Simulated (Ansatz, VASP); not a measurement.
# Two plane-wave programs on BaTiO3

The input INCAR:

```
PREC = Accurate
ENCUT = 520
EDIFF = 1E-6
ISMEAR = 0
SIGMA = 0.01
LREAL = False
LASPH = True
NELM = 60
ALGO = Normal
ISIF = 2
LWAVE = False
LCHARG = False
GGA = PE
NBANDS = 28
```

Contents of KPOINTS:

```
Automatic mesh
0
Gamma
  6 6 6
```

POSCAR

```
BaTiO3
1.0
    4.0391089395      0.0000000000      0.0000000000
    0.0000000000      4.0391089395      0.0000000000
    0.0000000000      0.0000000000      4.0391089395
Ba Ti O
1 1 3
Direct
    0.5000000000      0.5000000000      0.5000000000
    0.0000000000      0.0000000000      0.0000000000
    0.5000000000      0.0000000000      0.0000000000
    0.0000000000      0.5000000000      0.0000000000
    0.0000000000      0.0000000000      0.5000000000
```

Input for Ansatz:

```yaml
crystal:
  lattice:
    - [4.039108939461864, 0.0, 0.0]
    - [0.0, 4.039108939461864, 0.0]
    - [0.0, 0.0, 4.039108939461864]
  atoms:
    - { symbol: Ba, position: [0.5, 0.5, 0.5] }
    - { symbol: Ti, position: [0.0, 0.0, 0.0] }
    - { symbol: O, position: [0.5, 0.0, 0.0] }
    - { symbol: O, position: [0.0, 0.5, 0.0] }
    - { symbol: O, position: [0.0, 0.0, 0.5] }
basis:
  ecutwfc: 517.016338673772
kpoints:
  mp_grid:
    grid: [6, 6, 6]
hamiltonian:
  xc: pbe
scf:
  occupations:
    method: fixed
output:
  stress: true
```

Alike in both runs: task single point; functional PBE; k mesh 6 × 6 × 6; no spin polarisation.

```csv
,VASP,Ansatz
version,VASP 6.6.1,Ansatz 0.2.0
potentials or method,"VASP PAW PBE potentials, release 64 (Ba_sv, Ti_sv, O), cutoff 520 eV","plane waves, PAW"
occupations,"gaussian, width 0.01 eV",fixed
valence electrons in the cell,40,40
```

Ansatz gave:

```
pressure (GPa) : -2.3
```

**Question.** What did VASP give for the same quantities?

**Answer.** Pressure (GPa): -0.7.

Neither program's run includes spin-orbit coupling.
